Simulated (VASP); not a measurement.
## BP: single point with PBEsol

BP:

```
CELL_PARAMETERS angstrom
0.00000 2.26900 2.26900
2.26900 0.00000 2.26900
2.26900 2.26900 0.00000
ATOMIC_POSITIONS crystal
B 0.00000 0.00000 0.00000
P 0.75000 0.75000 0.75000
```

```json
{
  "Program": "VASP 6.6.1",
  "Task": "single point",
  "Functional": "PBEsol",
  "Potentials or basis": "VASP PAW PBE potentials, release 64 (B, P)",
  "Cutoff": "500 eV",
  "k mesh": "8 × 8 × 8",
  "Occupations": "gaussian, width 0.01 eV",
  "Spin": "no spin polarisation"
}
```

```json
{
  "Pressure": "-1.8 GPa",
  "Band gap on the k mesh": "1.16 eV, indirect (least direct gap 3.36 eV)"
}
```

Levels at points of the mesh, in eV from the valence-band top:
| k point | band 1 | band 2 | band 3 | band 4 | band 5 | band 6 | band 7 | band 8 | band 9 |
| --- | --- | --- | --- | --- | --- | --- | --- | --- | --- |
| (0.00, 0.00, 0.00) | -15.50 | 0.00 | 0.00 | 0.00 | 3.36 | 3.36 | 3.36 | 7.34 | 11.24 |
| (0.50, 0.00, 0.00) | -12.15 | -9.10 | -1.77 | -1.77 | 3.73 | 4.65 | 4.65 | 9.93 | 14.59 |
| (0.50, 0.50, 0.00) | -10.62 | -8.60 | -4.15 | -4.15 | 1.23 | 1.52 | 12.10 | 12.10 | 15.13 |

It took 15 s on 1 thread of Intel Xeon 8259CL, on a shared host, peak memory 0.13 GiB.

Caveat: the PAW data sets were made with another functional, which shifts forces and pressure a little. A hybrid or GW would open this gap; PBEsol tends to underestimate it.
